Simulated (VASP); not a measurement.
# C (Fddd) in VASP: a series of runs

Runs on C. Level: LDA. Tasks: single point.

Program: VASP 6.6.1. These are calculated values, not measurements. Logs are shortened: lines on timing, memory, paths and dates and some standing lists are left out, and cuts for length are marked.

**1. The cell of the first run**

It takes space group Fddd (No. 70, orthorhombic). The conventional cell has a = 3.368 Å, b = 3.593 Å, c = 3.633 Å, α = 90.00°, β = 90.00°, γ = 90.00°. Within 2.0 Å of C (site symmetry 222) lie 4 C at 1.53 Å.

**2. Single point, LDA**

Input file INCAR:

```
SYSTEM = C
PREC     = Accurate       ! precision mode
ENCUT    = 520            ! plane-wave cutoff, eV
EDIFF    = 1E-6           ! SCF threshold, eV
ISMEAR   = 0              ! smearing method
SIGMA    = 0.05           ! smearing width, eV
LREAL    = .False.        ! projectors in reciprocal space
LASPH    = .True.         ! aspherical terms in the spheres
NELM     = 80             ! most SCF steps
ALGO     = Normal         ! electronic algorithm
ISIF     = 2              ! what is computed and relaxed
LWAVE    = .False.        ! write WAVECAR
LCHARG   = .True.         ! write CHGCAR
GGA      = CA             ! functional
LELF     = .True.         ! ELF
LVHAR    = .True.       
NBANDS   = 11             ! bands
```

Input file KPOINTS:

```
Automatic mesh
0
Gamma
  12 12 12
  0 0 0
```

Input file POSCAR:

```
C
1.0
    0.0000000000      1.8165359972      1.7966710835
    1.6841032392      0.0000000000      1.7966710835
    1.6841032392      1.8165359972      0.0000000000
C
2
Direct
    0.5000000000      0.5000000000      0.5000000000
    0.7500000000      0.7500000000      0.7500000000
```

Potentials or basis: VASP PAW LDA potentials, release 64 (C).

The run is started by

```sh
> cat potpaw_LDA.64/C/POTCAR > POTCAR
> mpirun -np 1 vasp_std > vasp.out
```

OUTCAR:

```text
SYSTEM = C
   PREC = Accurate
   ENCUT = 520
   EDIFF = 1E-6
   ISMEAR = 0
   LREAL = .False.
   LASPH = .True.
   NELM = 80
   ISIF = 2
   GGA = CA

 ion  position               nearest neighbor table
   1  0.500  0.500  0.500-   2 1.53   2 1.53   2 1.53   2 1.53
   2  0.750  0.750  0.750-   1 1.53   1 1.53   1 1.53   1 1.53

  LATTYP: Found a face centered orthorhombic cell.
 ALAT       =     3.3682064784
 B/A-ratio  =     1.0668414155
 C/A-ratio  =     1.0786369594

  Lattice vectors:

 A1 = (   0.0000000000,   1.8165359972,  -1.7966710835)
 A2 = (   1.6841032392,   1.8165359972,   0.0000000000)
 A3 = (   1.6841032392,   0.0000000000,  -1.7966710835)

Analysis of symmetry for initial positions (statically):
=====================================================================
 Subroutine PRICEL returns:
 Original cell was already a primitive cell.

 Routine SETGRP: Setting up the symmetry group for a
 face centered orthorhombic supercell.

 Subroutine GETGRP returns: Found  8 space group operations
 (whereof  4 operations were pure point group operations)
 out of a pool of  8 trial point group operations.

The static configuration has the point symmetry D_2 .
 The point group associated with its full space group is D_2h.

Analysis of symmetry for dynamics (positions and initial velocities):
=====================================================================
 Subroutine PRICEL returns:
 Original cell was already a primitive cell.

 Routine SETGRP: Setting up the symmetry group for a
 face centered orthorhombic supercell.

 Subroutine GETGRP returns: Found  8 space group operations
 (whereof  4 operations were pure point group operations)
 out of a pool of  8 trial point group operations.

The dynamic configuration has the point symmetry D_2 .
 The point group associated with its full space group is D_2h.

 Subroutine INISYM returns: Found  8 space group operations
 (whereof  4 operations are pure point group operations),
 and found     1 'primitive' translations

----------------------------------------------------------------------------------------

                                     Primitive cell

  volume of cell :      10.9929

  direct lattice vectors                    reciprocal lattice vectors
     0.000000000  1.816535997  1.796671083    -0.296893913  0.275249156  0.278292451
     1.684103239  0.000000000  1.796671083     0.296893913 -0.275249156  0.278292451
[... 87 lines left out ...]
   EDIFFG = 0.1E-04   stopping-criterion for IOM
   NSW    =      0    number of steps for IOM
   IBRION =     -1    ionic relax: 0-MD 1-quasi-New 2-CG
   NFREE  =      0    steps in history (QN), initial steepest desc. (CG)
   ISIF   =      2    stress and relaxation
   ISYM   =      2    0-nonsym 1-usesym 2-fastsym
   POTIM  = 0.5000    time-step for ionic-motion
   TEBEG  =    0.0;   TEEND  =   0.0 temperature during run
   PSTRESS=    0.0 pullay stress
   NELECT =       8.0000    total number of electrons
   NUPDOWN=      -1.0000    fix difference up-down
   EMIN   =  10.00;   EMAX   =-10.00  energy-range for DOS
   EFERMI =   0.00;   METHOD = LEGACY
   ISMEAR =     0;   SIGMA  =   0.05  broadening in eV -4-tet -1-fermi 0-gaus
   EFERMI_NEDOS =   21; number of points for ismear=-14 and -15
   IALGO  =     38    algorithm
   IMIX   =      4    mixing-type and parameters
     AMIX     =   0.40;   BMIX     =  1.00
     AMIX_MAG =   1.60;   BMIX_MAG =  1.00
  volume/ion in A,a.u.               =       5.50        37.09
  Fermi-wavevector in a.u.,A,eV,Ry     =   1.472542  2.782701 29.502605  2.168380
  Thomas-Fermi vector in A             =   2.587544
   LORBIT       =      0    0 simple, 1 ext, 2 COOP (PROOUT), +10 PAW based schemes
   GGA     = CA    functional components
   LHFCALC =     F    Hartree Fock is set to
   AEXX    =    0.0000 exact exchange contribution
   IVDW    =     0    specifies the selected vdW correction
   LEPSILON=     F    determine dielectric tensor
   LRPA    =     F    only Hartree local field effects (RPA)
 non-spin polarized calculation
 Gauss-broadening in eV      SIGMA  =   0.05
  energy-cutoff  :      520.00
  volume of cell :       10.99
 maximum number of plane-waves:       307
   NGX =  9   NGY =  9   NGZ =  9

 number of electron       7.9999999 magnetization

 Free energy of the ion-electron system (eV)
  ---------------------------------------------------
  ext. energy  EPLUGINS =         0.00000000
  ---------------------------------------------------
  free energy    TOTEN  =       -20.14022615 eV

  energy without entropy =      -20.14022615  energy(sigma->0) =      -20.14022615

 E-fermi :  11.2347     XC(G=0): -13.6573

 val. band max:       10.8634701659   @ k =   0.0000   0.0000   0.0000
 cond. band min:      13.3072926529   @ k =   0.0000   0.4167   0.4167
 fundamental gap:      2.4438224870
 Fermi energy:        11.2346894057

 k-point     1 :       0.0000    0.0000    0.0000
  band No.  band energies     occupation
      1     -11.5452      2.00000
      2       9.7640      2.00000
      3       9.9605      2.00000
      4      10.8635      2.00000
      5      15.3007      0.00000
      6      16.0983      0.00000
      7      16.2335      0.00000
      8      24.4158      0.00000
      9      29.6748      0.00000
     10      35.2883      0.00000
     11      36.3465      0.00000
[... 309 lines left out ...]
 k-point    24 :      -0.4167    0.1667    0.0000
  band No.  band energies     occupation
      1      -5.0736      2.00000
      2      -2.6653      2.00000
      3       4.3110      2.00000
      4       6.8019      2.00000
      5      18.1343      0.00000
      6      19.8590      0.00000
      7      22.3312      0.00000
      8      25.8464      0.00000
      9      29.8063      0.00000
     10      34.8440      0.00000
     11      35.0236      0.00000

 [... further k-points ...]
[... 5 lines left out ...]
  --------------------------------------------------------------------------------------
  -------------------------------------------------------------------------------------
  Total        3.0222990     -1.6627924     -0.8381396      0.0000000      0.0000000      0.0000000
  in kB      440.4906786   -242.3468144   -122.1562404      0.0000000      0.0000000      0.0000000
  external PRESSURE =      25.3292079 kB  Pullay stress =       0.0000000 kB

 VOLUME and BASIS-vectors are now :
 -----------------------------------------------------------------------------
  energy-cutoff  :      520.00
  volume of cell :       10.99
      direct lattice vectors                 reciprocal lattice vectors
     0.000000000  1.816535997  1.796671083    -0.296893913  0.275249156  0.278292451
     1.684103239  0.000000000  1.796671083     0.296893913 -0.275249156  0.278292451
     1.684103239  1.816535997  0.000000000     0.296893913  0.275249156 -0.278292451

 POSITION                                       TOTAL-FORCE (eV/Angst)
 -----------------------------------------------------------------------------------
      1.68410      1.81654      1.79667         0.000000      0.000000      0.000000
      2.52615      2.72480      2.69501        -0.000000     -0.000000      0.000000
 -----------------------------------------------------------------------------------
    total drift:                                0.000000     -0.000000      0.000000

  FREE ENERGIE OF THE ION-ELECTRON SYSTEM (eV)
  ---------------------------------------------------
  free  energy   TOTEN  =       -20.1402261542 eV

  energy  without entropy=      -20.1402261542  energy(sigma->0) =      -20.14022615
```

OSZICAR:

```text
N       E                     dE             d eps       ncg     rms          rms(c)
DAV:   1    -0.956559630573E+00   -0.95656E+00   -0.48304E+03  6521   0.701E+02
DAV:   2    -0.206395471039E+02   -0.19683E+02   -0.18987E+02  8064   0.129E+02
DAV:   3    -0.210025998655E+02   -0.36305E+00   -0.36225E+00  7144   0.133E+01
DAV:   4    -0.210032251500E+02   -0.62528E-03   -0.62527E-03  6636   0.698E-01
DAV:   5    -0.210032259860E+02   -0.83607E-06   -0.83605E-06  7063   0.235E-02    0.591E+00
DAV:   6    -0.203628406874E+02    0.64039E+00   -0.34197E-01  6330   0.408E+00    0.343E+00
DAV:   7    -0.201403347327E+02    0.22251E+00   -0.40480E-01  6670   0.445E+00    0.758E-01
DAV:   8    -0.201402395825E+02    0.95150E-04   -0.97909E-03  6613   0.821E-01    0.293E-02
DAV:   9    -0.201402244165E+02    0.15166E-04   -0.37662E-05  6973   0.476E-02    0.207E-02
DAV:  10    -0.201402262027E+02   -0.17861E-05   -0.21905E-06  6717   0.123E-02    0.480E-03
DAV:  11    -0.201402261542E+02    0.48469E-07   -0.87715E-08  3326   0.226E-03
   1 F= -.20140226E+02 E0= -.20140226E+02  d E =-.187885E-28
```

Run time: 14 s. Hardware: 1 thread of Intel Xeon Platinum 8488C (Sapphire Rapids), shared host; peak memory 0.13 GiB.

Results:

| Quantity | Value |
| --- | --- |
| Free energy | -20.1402 eV |
| Pressure | 2.5 GPa |
| Band gap on the k mesh | 2.44 eV, indirect (least direct gap 4.44 eV) |

Caveat: the cell differs from its parent crystal (strain +e along x and -e along y -0.0375, strain +e along z and -e/2 along x and y +0.0175). A k mesh can miss the band edges.

**3. Single point, LDA**

Input file INCAR:

```
PREC = Accurate
ENCUT = 520
EDIFF = 1E-6
ISMEAR = 0
SIGMA = 0.05
LREAL = False
LASPH = True
NELM = 60
ALGO = Normal
ISIF = 2
LWAVE = False
LCHARG = False
GGA = CA
NBANDS = 11
```

Input file KPOINTS:

```
Automatic mesh
0
Gamma
  12 12 12
```

Input file POSCAR:

```
C
1.0
    0.0000000000      1.7856350203      1.8584730372
    1.6532022623      0.0000000000      1.8584730372
    1.6532022623      1.7856350203      0.0000000000
C
2
Direct
    0.5000000000      0.5000000000      0.5000000000
    0.7500000000      0.7500000000      0.7500000000
```

Potentials or basis: VASP PAW LDA potentials, release 64 (C).

The run is started by

```sh
> cat potpaw_LDA.64/C/POTCAR > POTCAR
> mpirun -np 1 vasp_std > vasp.out
```

Run time: 14 s. Hardware: 1 thread of Intel Xeon Platinum 8488C (Sapphire Rapids), shared host; peak memory 0.13 GiB.

Results (log left out):

| Quantity | Value |
| --- | --- |
| Free energy | -20.0213 eV |
| Pressure | 3.5 GPa |
| Band gap on the k mesh | 1.79 eV, indirect (least direct gap 4.04 eV) |

Stress tensor (GPa, compression positive):
```
 59.91   0.00   0.00
  0.00  -1.83   0.00
  0.00   0.00 -47.64
```

Levels at points of the mesh, in eV from the valence-band top:
| k point | band 1 | band 2 | band 3 | band 4 | band 5 | band 6 | band 7 | band 8 |
| --- | --- | --- | --- | --- | --- | --- | --- | --- |
| (0.00, 0.00, 0.00) | -22.68 | -1.74 | -0.99 | 0.00 | 4.04 | 4.99 | 5.48 | 13.26 |
| (0.50, 0.00, 0.00) | -16.59 | -14.61 | -4.68 | -2.88 | 6.16 | 7.42 | 10.10 | 14.93 |
| (0.50, 0.50, 0.00) | -14.56 | -14.56 | -6.52 | -6.52 | 5.20 | 5.20 | 15.62 | 15.62 |
| (0.50, 0.00, 0.50) | -13.93 | -13.93 | -7.12 | -7.12 | 4.27 | 4.27 | 15.50 | 15.50 |
| (0.00, 0.50, 0.50) | -12.66 | -12.66 | -8.32 | -8.32 | 2.38 | 2.38 | 16.37 | 16.37 |

Caveat: the cell differs from its parent crystal (strain +e along x and -e along y -0.0375, strain +e along z and -e/2 along x and y +0.0525). A k mesh can miss the band edges.

**4. Single point, LDA**

Input file INCAR:

```
SYSTEM = C
  ALGO = Normal
  EDIFF = 1E-6
  ENCUT = 520
  GGA = CA
  ISIF = 2
  ISMEAR = 0
  LASPH = .TRUE.
  LCHARG = .TRUE.
  LELF = .TRUE.
  LREAL = .FALSE.
  LVHAR = .TRUE.
  LWAVE = .FALSE.
  NBANDS = 11
  NELM = 60
  PREC = Accurate
  SIGMA = 0.05
```

Input file KPOINTS:

```
k-points
0
G
  12 12 12
  0 0 0
```

Input file POSCAR:

```
C
1.0
    0.0000000000      1.8673018877      1.8275720603
    1.6024363717      0.0000000000      1.8275720603
    1.6024363717      1.8673018877      0.0000000000
C
2
Direct
    0.5000000000      0.5000000000      0.5000000000
    0.7500000000      0.7500000000      0.7500000000
```

The run is started by

```sh
> cat potpaw_LDA.64/C/POTCAR > POTCAR
> mpirun -np 1 vasp_std > vasp.out
```

It took 13 s on 1 thread of Intel Xeon 6975P-C, shared host; peak memory 0.13 GiB.

The run converged. Its results:

```
Free energy            : -19.8356 eV
Pressure               : 5.0 GPa
Band gap on the k mesh : 0.72 eV, indirect (least direct gap 3.43 eV)
```

Stress tensor (GPa, compression positive):
```
 82.81   0.00   0.00
  0.00 -47.12   0.00
  0.00   0.00 -20.56
```

Levels at points of the mesh, in eV from the valence-band top:
| k point | band 1 | band 2 | band 3 | band 4 | band 5 | band 6 | band 7 | band 8 | band 9 |
| --- | --- | --- | --- | --- | --- | --- | --- | --- | --- |
| (0.00, 0.00, 0.00) | -23.07 | -2.11 | -1.67 | 0.00 | 3.43 | 5.05 | 5.31 | 12.92 | 18.47 |
| (0.50, 0.00, 0.00) | -16.92 | -14.96 | -5.30 | -2.99 | 5.40 | 6.65 | 10.45 | 14.76 | 20.52 |
| (0.50, 0.50, 0.00) | -14.67 | -14.67 | -7.03 | -7.03 | 4.61 | 4.61 | 14.66 | 14.66 | 20.94 |
| (0.50, 0.00, 0.50) | -15.01 | -15.01 | -6.71 | -6.71 | 5.10 | 5.10 | 14.79 | 14.79 | 20.83 |
| (0.00, 0.50, 0.50) | -12.49 | -12.49 | -9.08 | -9.08 | 1.36 | 1.36 | 16.20 | 16.20 | 23.42 |

Caveat: the cell differs from its parent crystal (strain +e along x and -e along y -0.0750, strain +e along z and -e/2 along x and y +0.0350).

**5. Overview**

```csv
cell,gap on the mesh (eV),pressure (GPa)
"a = 2.555, b = 2.463, c = 2.477 Å, angles 62.3, 58.6, 59.1°, 2 atoms",2.44,2.5
"a = 2.577, b = 2.487, c = 2.433 Å, angles 63.2, 59.4, 57.4°, 2 atoms",1.79,3.5
"a = 2.613, b = 2.431, c = 2.461 Å, angles 64.6, 57.2, 58.3°, 2 atoms",0.72,5.0
```

Alike in all rows: task single point; level LDA; potentials or basis VASP PAW LDA potentials, release 64 (C); no spin polarisation; k mesh 12 × 12 × 12; cutoff (eV) 520; smearing gaussian 0.05 eV.

Total energies depend on the potentials used, so only differences within one code and one set of settings carry meaning.
